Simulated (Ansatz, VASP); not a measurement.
BP in VASP and in Ansatz

```
B P
1.0
     0.00000    2.30303    2.26900
     2.30303    0.00000    2.26900
     2.30303    2.30303    0.00000
B P
1 1
Direct
  0.00000 0.00000 0.00000
  0.75000 0.75000 0.75000
```

Change from the starting cell: strain +0.0150 x Voigt [1, 1, 0, 0, 0, 0], atoms carried along.

Alike in both runs: task single point; functional r2SCAN; k mesh 10 × 10 × 10; occupations gaussian, width 0.05 eV; no spin polarisation.

```csv
,VASP,Ansatz
version,VASP 6.6.1,Ansatz 0.2.0
potentials or method,"VASP PAW PBE potentials, release 64 (B, P), cutoff 520 eV","scalar-relativistic, plane waves, PAW"
valence electrons in the cell,8,8
```

|  | VASP | Ansatz | Ansatz less VASP |
| --- | --- | --- | --- |
| gap on the k mesh at the Fermi level (eV) | 1.25 | 1.22 | -0.029 |
| least direct gap on the mesh (eV) | 3.44 | 3.40 | -0.039 |
| pressure (GPa) | -5.4 | -4.9 | +0.47 |
| traceless stress, the component that is largest in VASP (GPa) | 2.74 | 2.72 | -0.012 |

VASP's potentials were made for PBE, not for r2SCAN.
